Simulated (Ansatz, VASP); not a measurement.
**Two plane-wave programs on Rh**

```
Rh
1.0
     2.73098    0.00000    0.00000
    -1.36549    2.36510    0.00000
     0.00000    0.00000    4.42849
Rh
2
Cartesian
  1.3655 0.7884 3.3214
  0.0000 1.5767 1.1071
```

Alike in both runs: task single point; functional r2SCAN; k mesh 11 × 11 × 6; occupations methfessel-paxton of order 1, width 0.2 eV; no spin polarisation.

```csv
,VASP,Ansatz
version,VASP 6.6.1,Ansatz 0.2.0
potentials or method,"VASP PAW PBE potentials, release 64 (Rh_pv)","plane waves, PAW"
plane-wave cutoff (eV),520,500
valence electrons in the cell,30,34
```

```csv
,VASP,Ansatz,Ansatz less VASP
pressure (GPa),-8.8,-9.8,-1.01
"traceless stress, the component that is largest in VASP (GPa)",-1.04,-1.06,-0.025
```

VASP's potentials were made for PBE, not for r2SCAN. VASP's potentials hold 30 valence electrons a cell and Ansatz's 34, so a difference there can come from the potentials and not from the codes. Ansatz's warnings: stress scf threshold loose.
